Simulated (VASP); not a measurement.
# Cu (Fm-3m) in VASP: single point with PBE

Aim: the single point of Cu with PBE.

All numbers are computed with VASP 6.6.1; they aren't measurements. Logs are shortened: lines on timing, memory, paths and dates and some standing lists are left out, and cuts for length are marked.

## (1) The cell of the first run

The structure is cubic, space group Fm-3m (No. 225). The conventional cell has a = 3.761 Å, b = 3.761 Å, c = 3.761 Å, α = 90.00°, β = 90.00°, γ = 90.00°. Within 3.5 Å of Cu (site symmetry m-3m) lie 12 Cu at 2.66 Å.

## (2) Single point, PBE

INCAR reads:

```
SYSTEM = Cu
PREC     = Accurate       ! precision mode
ENCUT    = 600            ! plane-wave cutoff, eV
EDIFF    = 1E-6           ! SCF threshold, eV
ISMEAR   = 0              ! smearing method
SIGMA    = 0.0257         ! smearing width, eV
LREAL    = .FALSE.        ! projectors in reciprocal space
LASPH    = .TRUE.         ! aspherical terms in the spheres
NELM     = 120            ! most SCF steps
ALGO     = Normal         ! electronic algorithm
ISIF     = 2              ! what is computed and relaxed
LWAVE    = .FALSE.        ! write WAVECAR
LCHARG   = .TRUE.         ! write CHGCAR
GGA      = PE             ! functional
LELF     = .TRUE.         ! ELF
LVHAR    = .TRUE.       
NBANDS   = 12             ! bands
GGA_COMPAT= .FALSE.
```

KPOINTS reads:

```
Automatic mesh
0
G
  15 15 15
  0 0 0
```

POSCAR reads:

```
Cu
1.0
    0.0000000000      1.8806800000      1.8806800000
    1.8806800000      0.0000000000      1.8806800000
    1.8806800000      1.8806800000      0.0000000000
Cu
1
Direct
    0.0000000000      0.0000000000      0.0000000000
```

Potentials or basis: VASP PAW PBE potentials, release 64 (Cu).

Started as:

```
cat potpaw_PBE.64/Cu/POTCAR > POTCAR
mpirun -np 1 vasp_std > vasp.out
```

OUTCAR:

```text
SYSTEM = Cu
   PREC = Accurate
   ENCUT = 600
   EDIFF = 1E-6
   ISMEAR = 0
   LREAL = .FALSE.
   LASPH = .TRUE.
   NELM = 120
   ISIF = 2
   GGA = PE

 ion  position               nearest neighbor table
   1  0.000  0.000  0.000-

  LATTYP: Found a face centered cubic cell.
 ALAT       =     3.7613600000

  Lattice vectors:

 A1 = (   0.0000000000,   1.8806800000,   1.8806800000)
 A2 = (   1.8806800000,   0.0000000000,   1.8806800000)
 A3 = (   1.8806800000,   1.8806800000,   0.0000000000)

Analysis of symmetry for initial positions (statically):
=====================================================================
 Subroutine PRICEL returns:
 Original cell was already a primitive cell.

 Routine SETGRP: Setting up the symmetry group for a
 face centered cubic supercell.

 Subroutine GETGRP returns: Found 48 space group operations
 (whereof 48 operations were pure point group operations)
 out of a pool of 48 trial point group operations.

The static configuration has the point symmetry O_h .

Analysis of symmetry for dynamics (positions and initial velocities):
=====================================================================
 Subroutine PRICEL returns:
 Original cell was already a primitive cell.

 Routine SETGRP: Setting up the symmetry group for a
 face centered cubic supercell.

 Subroutine GETGRP returns: Found 48 space group operations
 (whereof 48 operations were pure point group operations)
 out of a pool of 48 trial point group operations.

The dynamic configuration has the point symmetry O_h .

 Subroutine INISYM returns: Found 48 space group operations
 (whereof 48 operations are pure point group operations),
 and found     1 'primitive' translations

----------------------------------------------------------------------------------------

                                     Primitive cell

  volume of cell :      13.3038

  direct lattice vectors                    reciprocal lattice vectors
     0.000000000  1.880680000  1.880680000    -0.265861284  0.265861284  0.265861284
     1.880680000  0.000000000  1.880680000     0.265861284 -0.265861284  0.265861284
     1.880680000  1.880680000  0.000000000     0.265861284  0.265861284 -0.265861284

  length of vectors
     2.659683162  2.659683162  2.659683162     0.460485252  0.460485252  0.460485252

  position of ions in fractional coordinates (direct lattice)
     0.000000000  0.000000000  0.000000000

  ion indices of the primitive-cell ions
   primitive index   ion index
                 1           1

----------------------------------------------------------------------------------------

 KPOINTS: Automatic mesh

Automatic generation of k-mesh.
 Grid dimensions read from file:
 generate k-points for:   15   15   15

 Generating k-lattice:

  Cartesian coordinates                     Fractional coordinates (reciprocal lattice)
    -0.017724086  0.017724086  0.017724086     0.066666667  0.000000000  0.000000000
     0.017724086 -0.017724086  0.017724086     0.000000000  0.066666667  0.000000000
     0.017724086  0.017724086 -0.017724086     0.000000000  0.000000000  0.066666667

  Length of vectors
     0.030699017  0.030699017  0.030699017

  Shift w.r.t. Gamma in fractional coordinates (k-lattice)
     0.000000000  0.000000000  0.000000000

 Subroutine IBZKPT returns following result:
 ===========================================

 Found    120 irreducible k-points:

 Following reciprocal coordinates:
            Coordinates               Weight
  0.000000  0.000000  0.000000      1.000000
  0.066667  0.000000  0.000000      8.000000
  0.133333  0.000000  0.000000      8.000000
  0.200000  0.000000  0.000000      8.000000
  0.266667  0.000000  0.000000      8.000000
  0.333333  0.000000  0.000000      8.000000
[... 16 lines left out ...]
  0.133333  0.133333  0.000000      6.000000
  0.200000  0.133333  0.000000     24.000000
 [... further k-points ...]
   k-points           NKPTS =    120   k-points in BZ     NKDIM =    120   number of bands    NBANDS=     12
   number of dos      NEDOS =    301   number of ions     NIONS =      1
   total plane-waves  NPLWV =  13824
   dimension x,y,z NGX =    24 NGY =   24 NGZ =   24
   dimension x,y,z NGXF=    48 NGYF=   48 NGZF=   48
   ions per type =               1
   NGX,Y,Z   is equivalent  to a cutoff of  15.00, 15.00, 15.00 a.u.
   NGXF,Y,Z  is equivalent  to a cutoff of  30.00, 30.00, 30.00 a.u.
 SYSTEM =  Cu
   PREC   = accura    normal or accurate (medium, high low for compatibility)
   ISTART =      0    job   : 0-new  1-cont  2-samecut
   ICHARG =      2    charge: 1-file 2-atom 10-const
   ISPIN  =      1    spin polarized calculation?
   LNONCOLLINEAR =      F non collinear calculations
   LSORBIT =      F    spin-orbit coupling
   LASPH  =      T    aspherical Exc in radial PAW
   ENCUT  =  600.0 eV  44.10 Ry    6.64 a.u.   5.31  5.31  5.31*2*pi/ulx,y,z
   NELM   =    120;   NELMIN=  2; NELMDL= -5     # of ELM steps
   EDIFF  = 0.1E-05   stopping-criterion for ELM
   LREAL  =      F    real-space projection
   EDIFFG = 0.1E-04   stopping-criterion for IOM
   NSW    =      0    number of steps for IOM
   IBRION =     -1    ionic relax: 0-MD 1-quasi-New 2-CG
   NFREE  =      0    steps in history (QN), initial steepest desc. (CG)
   ISIF   =      2    stress and relaxation
   ISYM   =      2    0-nonsym 1-usesym 2-fastsym
   POTIM  = 0.5000    time-step for ionic-motion
   TEBEG  =    0.0;   TEEND  =   0.0 temperature during run
   PSTRESS=    0.0 pullay stress
   NELECT =      11.0000    total number of electrons
   NUPDOWN=      -1.0000    fix difference up-down
   EMIN   =  10.00;   EMAX   =-10.00  energy-range for DOS
   EFERMI =   0.00;   METHOD = LEGACY
   ISMEAR =     0;   SIGMA  =   0.03  broadening in eV -4-tet -1-fermi 0-gaus
   EFERMI_NEDOS =   21; number of points for ismear=-14 and -15
   IALGO  =     38    algorithm
   IMIX   =      4    mixing-type and parameters
     AMIX     =   0.40;   BMIX     =  1.00
     AMIX_MAG =   1.60;   BMIX_MAG =  1.00
  volume/ion in A,a.u.               =      13.30        89.78
  Fermi-wavevector in a.u.,A,eV,Ry     =   1.536553  2.903664 32.123280  2.360995
  Thomas-Fermi vector in A             =   2.643185
   LORBIT       =      0    0 simple, 1 ext, 2 COOP (PROOUT), +10 PAW based schemes
   GGA     = PE    functional components
   LHFCALC =     F    Hartree Fock is set to
   AEXX    =    0.0000 exact exchange contribution
   IVDW    =     0    specifies the selected vdW correction
   LEPSILON=     F    determine dielectric tensor
   LRPA    =     F    only Hartree local field effects (RPA)
 non-spin polarized calculation
 Gauss-broadening in eV      SIGMA  =   0.03
  energy-cutoff  :      600.00
  volume of cell :       13.30
 maximum number of plane-waves:       459
 NGX is ok and might be reduce to    24
   NGX = 11   NGY = 11   NGZ = 11

 number of electron      10.9999996 magnetization

 Free energy of the ion-electron system (eV)
  ---------------------------------------------------
  ext. energy  EPLUGINS =         0.00000000
  ---------------------------------------------------
  free energy    TOTEN  =        -3.67577825 eV

  energy without entropy =       -3.67557209  energy(sigma->0) =       -3.67567517

 E-fermi :   6.3251     XC(G=0): -12.0506

 val. band max:        6.3220684820   @ k =  -0.3333   0.2000   0.0000
 cond. band min:       6.3580683596   @ k =   0.4667   0.2667   0.0000
 fundamental gap:      0.0359998776
 Fermi energy:         6.3250705723

 k-point     1 :       0.0000    0.0000    0.0000
  band No.  band energies     occupation
      1      -2.2839      2.00000
      2       3.5030      2.00000
      3       3.5030      2.00000
      4       3.5030      2.00000
      5       4.1851      2.00000
      6       4.1851      2.00000
      7      27.8322      0.00000
      8      29.5781      0.00000
      9      29.5781      0.00000
     10      29.5781      0.00000
     11      32.0301      0.00000
     12      32.0301      0.00000

 k-point     2 :       0.0667    0.0000    0.0000
  band No.  band energies     occupation
      1      -2.1353      2.00000
      2       3.4754      2.00000
      3       3.5285      2.00000
      4       3.5285      2.00000
      5       4.1756      2.00000
      6       4.1756      2.00000
      7      26.5278      0.00000
      8      28.4245      0.00000
      9      29.1117      0.00000
     10      29.1117      0.00000
     11      32.7244      0.00000
     12      32.7244      0.00000

 k-point     3 :       0.1333    0.0000    0.0000
  band No.  band energies     occupation
      1      -1.6958      2.00000
      2       3.4042      2.00000
      3       3.5893      2.00000
      4       3.5893      2.00000
      5       4.1613      2.00000
      6       4.1613      2.00000
      7      23.3051      0.00000
      8      28.1676      0.00000
      9      28.3369      0.00000
     10      28.3369      0.00000
     11      34.0819      0.00000
     12      34.1029      0.00000
[... 286 lines left out ...]
 k-point    23 :       0.1333    0.1333    0.0000
  band No.  band energies     occupation
      1      -1.5016      2.00000
      2       3.3047      2.00000
      3       3.6713      2.00000
      4       3.6713      2.00000
      5       4.0123      2.00000
      6       4.2595      2.00000
      7      25.5847      0.00000
      8      25.5847      0.00000
      9      25.8187      0.00000
     10      27.4894      0.00000
     11      31.3577      0.00000
     12      35.7027      0.00000

 k-point    24 :       0.2000    0.1333    0.0000
  band No.  band energies     occupation
      1      -0.9831      2.00000
      2       3.2069      2.00000
      3       3.7299      2.00000
      4       3.7524      2.00000
      5       3.9815      2.00000
      6       4.3015      2.00000
      7      22.5771      0.00000
      8      24.5911      0.00000
      9      25.9186      0.00000
     10      27.9215      0.00000
     11      29.5414      0.00000
     12      35.7895      0.00000

 [... further k-points ...]
[... 5 lines left out ...]
  --------------------------------------------------------------------------------------
  -------------------------------------------------------------------------------------
  Total       -0.9085324     -0.9085324     -0.9085324     -0.0000000     -0.0000000      0.0000000
  in kB     -109.4148550   -109.4148550   -109.4148550     -0.0000000     -0.0000000      0.0000000
  external PRESSURE =    -109.4148550 kB  Pullay stress =       0.0000000 kB

 VOLUME and BASIS-vectors are now :
 -----------------------------------------------------------------------------
  energy-cutoff  :      600.00
  volume of cell :       13.30
      direct lattice vectors                 reciprocal lattice vectors
     0.000000000  1.880680000  1.880680000    -0.265861284  0.265861284  0.265861284
     1.880680000  0.000000000  1.880680000     0.265861284 -0.265861284  0.265861284
     1.880680000  1.880680000  0.000000000     0.265861284  0.265861284 -0.265861284

 POSITION                                       TOTAL-FORCE (eV/Angst)
 -----------------------------------------------------------------------------------
      0.00000      0.00000      0.00000         0.000000     -0.000000      0.000000
 -----------------------------------------------------------------------------------
    total drift:                                0.000000      0.000000      0.000000

  FREE ENERGIE OF THE ION-ELECTRON SYSTEM (eV)
  ---------------------------------------------------
  free  energy   TOTEN  =        -3.6757782461 eV

  energy  without entropy=       -3.6755720877  energy(sigma->0) =       -3.67567517
```

Run time: 30 s. Hardware: 1 thread of Intel Xeon 8259CL, shared host; peak memory 0.15 GiB.

Results:

```
Free energy            : -3.6758 eV
Pressure               : -10.9 GPa
Band gap on the k mesh : zero (an odd number of electrons rules out a gap without spin polarisation)
```

Levels at points of the mesh, in eV from the Fermi level:
```tsv
k point	band 2	band 3	band 4	band 5	band 6	band 7	band 8	band 9	band 10	band 11
(0.00, 0.00, 0.00)	-2.82	-2.82	-2.82	-2.14	-2.14	21.51	23.25	23.25	23.25	25.71
```

Caveat: the cell stands under tension.

The gap in the log of VASP goes by the Fermi energy; the results here count the filled bands.